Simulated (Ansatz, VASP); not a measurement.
**Two plane-wave programs on NiO**

POSCAR

```
NiO
1.0
    2.6497852425      0.0000000000      0.0000000000
    0.0000000000      2.6497852425      0.0000000000
    0.0000000000      0.0000000000      2.6497852425
Ni O
1 1
Direct
    0.0000000000      0.0000000000      0.0000000000
    0.5000000000      0.5000000000      0.5000000000
```

File INCAR.step1:

```
ALGO = Normal
EDIFF = 1E-4
ENCUT = 600
GGA = PE
ISMEAR = 0
ISPIN = 2
LASPH = True
LCHARG = False
LMAXMIX = 4
LREAL = False
LWAVE = True
MAGMOM = 1.67 0.56
NELM = 150
PREC = Accurate
SIGMA = 0.1
```

Contents of INCAR.step2:

```
ALGO = Normal
EDIFF = 1E-6
EDIFFG = -0.04
ENCUT = 600
IBRION = 2
ISIF = 3
ISMEAR = 0
ISPIN = 2
ISTART = 1
LASPH = True
LCHARG = False
LMAXMIX = 4
LMIXTAU = True
LORBIT = 11
LREAL = False
LWAVE = False
MAGMOM = 1.67 0.56
METAGGA = R2SCAN
NELM = 150
NSW = 90
PREC = Accurate
SIGMA = 0.1
```

The input KPOINTS:

```
k-points
0
Gamma
  6 6 6
```

Input for Ansatz:

```yaml
crystal:
  lattice:
    - [2.6497852425, 0.0, 0.0]
    - [0.0, 2.6497852425, 0.0]
    - [0.0, 0.0, 2.6497852425]
  atoms:
    - { symbol: Ni, position: [0.0, 0.0, 0.0], spin: 1.67 }
    - { symbol: O, position: [0.5, 0.5, 0.5], spin: 0.56 }
basis:
  ecutwfc: 500
kpoints:
  mp_grid: { grid: [6, 6, 6] }
hamiltonian:
  xc: r2scan
scf:
  occupations: { method: gaussian, width: 0.1 }
  lower_state_search: "off"
output:
  forces: true
  stress: true
  eigenvalues: true
  populations: true
magnetization:
  spin_polarized: true
relax:
  adjacent_minimum: "off"
  f_tol: 0.04
  max_steps: 70
  cell: { stress_tol: 0.4 }
```

Alike in both runs: task relaxation of cell and atoms; functional r2SCAN; k mesh 6 × 6 × 6; occupations gaussian, width 0.1 eV; collinear spin.

```csv
,VASP,Ansatz
version,VASP 6.6.1,Ansatz 0.2.0
potentials or method,"VASP PAW PBE potentials, release 64 (Ni, O), cutoff 600 eV","scalar-relativistic, plane waves, PAW"
valence electrons in the cell,16,24
```

```csv
,VASP,Ansatz,Ansatz less VASP
"gap on the k mesh at the Fermi level, each at its own relaxed structure (eV)",none,none,-
net moment per atom (μB),1.00,1.00,0.000
size of the moment on the site where the two differ most (μB),1.48,1.52,+0.037
relaxed volume (Å³/atom),8.65,8.66,+0.013
relaxed cell length with the largest relative difference (Å),2.586,2.587,+0.0013
```

VASP's potentials were made for PBE, not for r2SCAN. Site moments also hang on the region over which each program counts them. A gap of «none» marks a metal or a gap that the smearing closes. VASP's potentials hold 16 valence electrons a cell and Ansatz's 24, so a difference there can come from the potentials and not from the codes.

The k mesh is coarse, so the values compare programs but aren't converged.
